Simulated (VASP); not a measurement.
Write the native input for VASP 6.6.1 that does the following.

* Task: single point
* Functional: LDA
* Potentials or basis: VASP PAW LDA potentials, release 64 (Ga_d, N)
* Cutoff: 520 eV
* k mesh: 11 × 11 × 11
* Occupations: fermi-dirac, width 0.05 eV
* Spin: no spin polarisation
* Dipole correction: no
* Further INCAR settings: ALGO = Normal; EDIFF = 1e-06; NBANDS = 16

The structure of GaN lies in POSCAR:

```
GaN
1.0
    0.0000000000      2.1771129849      2.1771129849
    2.1771129849      0.0000000000      2.1771129849
    2.1771129849      2.1771129849      0.0000000000
Ga N
1 1
Direct
    0.0000000000      0.0000000000      0.0000000000
    0.5000000000      0.5000000000      0.5000000000
```

The input as run:

INCAR

```
PREC     = Accurate       # precision mode
ENCUT    = 520            # plane-wave cutoff, eV
EDIFF    = 1E-6           # SCF threshold, eV
ISMEAR   = -1             # smearing method
SIGMA    = 0.05           # smearing width, eV
LREAL    = F              # projectors in reciprocal space
LASPH    = T              # aspherical terms in the spheres
NELM     = 100            # most SCF steps
ALGO     = Normal         # electronic algorithm
ISIF     = 2              # what is computed and relaxed
LWAVE    = F              # write WAVECAR
LCHARG   = F              # write CHGCAR
GGA      = CA             # functional
NBANDS   = 16             # bands
```

KPOINTS

```
regular mesh
0
Gamma
  11 11 11
```

Potentials or basis: VASP PAW LDA potentials, release 64 (Ga_d, N).

The run is started by

```console
$ cat potpaw_LDA.64/Ga_d/POTCAR potpaw_LDA.64/N/POTCAR > POTCAR
$ mpirun -np 1 vasp_std > vasp.out
```

Results of the run:

The pressure is -21.7 GPa.

It took 7.4 s on 1 thread of Intel(R) Xeon(R) Platinum 8488C (Sapphire Rapids), on a shared host, peak memory 0.14 GiB.
